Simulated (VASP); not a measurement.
Here is a VASP 6.6.1 calculation.

File INCAR:

```
SYSTEM = AlNi
PREC = Accurate ; ENCUT = 520
EDIFF = 1E-6 ; ISMEAR = -1
SIGMA = 0.05 ; LREAL = .False.
LASPH = .True. ; NELM = 60
ALGO = Normal ; ISIF = 2
LWAVE = .False. ; LCHARG = .False.
GGA = PS ; NBANDS = 14
```

KPOINTS

```
regular mesh
0
Gamma
  16 16 16
  0 0 0
```

Contents of POSCAR:

```
AlNi
1.0
    2.8567158014      0.0000000000      0.0000000000
    0.0000000000      2.8567158014      0.0000000000
    0.0000000000      0.0000000000      2.8567158014
Al Ni
1 1
Direct
    0.0000000000      0.0000000000      0.0000000000
    0.5000000000      0.5000000000      0.5000000000
```

Potentials or basis: VASP PAW PBE potentials, release 64 (Al, Ni).

Run with:

```bash
$ cat potpaw_PBE.64/Al/POTCAR potpaw_PBE.64/Ni/POTCAR > POTCAR
$ mpirun -np 1 vasp_std > vasp.out
```

Task: What does it give for the pressure?

Result: 1.2 GPa.

Caveat: the PAW data sets were made with another functional, which shifts forces and pressure a little. Spin polarisation is off, so any magnetic state and its effect on volume and gap are missing.
